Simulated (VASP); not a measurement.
Write the native input for VASP 6.6.1 that does the following.

* Task: single point
* Functional: PBE
* Potentials or basis: VASP PAW PBE potentials, release 64 (Ga_d, Sb)
* Cutoff: 500 eV
* k mesh: 5 × 5 × 5
* Occupations: gaussian, width 0.02 eV
* Spin: no spin polarisation
* Dipole correction: no
* Further INCAR settings: ALGO = Normal; EDIFF = 1e-06; NBANDS = 16

The structure of GaSb lies in POSCAR:

```
GaSb
1.0
    0.0000000000      3.0590000000      3.0590000000
    3.0590000000      0.0000000000      3.0590000000
    3.0590000000      3.0590000000      0.0000000000
Ga Sb
1 1
Direct
    0.0000000000      0.0000000000      0.0000000000
    0.2500000000      0.2500000000      0.2500000000
```

These files were run (other wordings do the same):

INCAR

```
SYSTEM = GaSb
ALGO = Normal
EDIFF = 1E-6
ENCUT = 500
GGA = PE
GGA_COMPAT = .False.
ISIF = 2
ISMEAR = 0
LASPH = .True.
LCHARG = .False.
LREAL = .False.
LWAVE = .False.
NBANDS = 16
NELM = 120
PREC = Accurate
SIGMA = 0.02
```

KPOINTS

```
k-points
0
Gamma
  5 5 5
  0 0 0
```

Potentials or basis: VASP PAW PBE potentials, release 64 (Ga_d, Sb).

Command:

```sh
$ cat potpaw_PBE.64/Ga_d/POTCAR potpaw_PBE.64/Sb/POTCAR > POTCAR
$ mpirun -np 1 vasp_std > vasp.out
```

Results of the run:

```json
{"Pressure": "2.4 GPa", "Band gap on the k mesh": "0.03 eV, direct"}
```

Caveat: spin-orbit coupling is left out, which moves the levels of the heavy elements.

It took 17 s on 1 thread of Intel Xeon 8259CL, on a shared host, peak memory 0.18 GiB.
